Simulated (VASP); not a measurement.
Runs of VASP 6.6.1 on Ba. The structure is that of space group R-3m (No. 166), or close to it. The cells are those of the table. 

```tsv
cell	further INCAR settings	gap on the mesh (eV)	pressure (GPa)
a = 5.442 Å, angles 36.7°, 1 atom	ALGO = Fast; EDIFF = 1e-06; NBANDS = 11	none	4.1
a = 4.003 Å, angles 68.9°, 1 atom	ALGO = Fast; EDIFF = 1e-06; NBANDS = 11	none	1.0
a = 3.784 Å, angles 93.7°, 1 atom	ALGO = Fast; EDIFF = 1e-07; NBANDS = 11	none	(a)
a = 3.854 Å, angles 77.7°, 1 atom	ALGO = Fast; EDIFF = 1e-06; NBANDS = 11	none	1.0
a = 5.523 Å, angles 36.7°, 1 atom	ALGO = Fast; EDIFF = 1e-07; NBANDS = 11	none	3.5
```

Alike in all rows: task single point; level PBEsol; potentials or basis VASP PAW PBE potentials, release 64 (Ba_sv); no spin polarisation; k mesh 14 × 14 × 14; cutoff (eV) 520; smearing gaussian 0.15 eV.

Problem. Estimate the missing entries.

Solution. (a) 0.5.

Caveats: the PAW data sets were made with another functional, which shifts forces and pressure a little; spin-orbit coupling is left out, which moves the levels of the heavy elements; the cell stands under pressure (at least some runs).

A k mesh can miss the band edges, and the runs leave out spin-orbit coupling on Ba.

A gap of «none» marks levels without a gap at the run's occupations.
